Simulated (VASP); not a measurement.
Br, 4 atoms in the cell. The structure is orthorhombic, space group Cmce (No. 64). Conventional cell: a = 6.816 Å, b = 4.077 Å, c = 8.404 Å, α = 90.00°, β = 90.00°, γ = 90.00°. Within 3.1 Å of Br (site symmetry m) lie 3 Br at 2.25 to 3.04 Å. 

```yaml
Program: VASP 6.6.1
Task: single point
Functional: r2SCAN
Potentials_or_basis: VASP PAW PBE potentials, release 64 (Br)
Cutoff: 550 eV
k_mesh: 8 × 8 × 4
Occupations: fermi-dirac, width 0.05 eV
Spin: no spin polarisation
Dipole_correction: no
Further_INCAR_settings: ALGO = Normal; EDIFF = 1e-06; NBANDS = 22
```

Potentials or basis: VASP PAW PBE potentials, release 64 (Br).

Run with:

```bash
$ cat potpaw_PBE.64/Br/POTCAR > POTCAR
$ cp INCAR.step1 INCAR
$ mpirun -np 1 vasp_std > vasp.out
$ cp INCAR.step2 INCAR
$ mpirun -np 1 vasp_std > vasp.out
```

Hardware: 1 thread of Intel Xeon 8259CL, with other jobs on the host.

Q: Estimate the wall time of this run.

A: Run time: 17 min on 1 thread of Intel Xeon 8259CL (shared host), peak memory 0.32 GiB. Counts: k points 63.
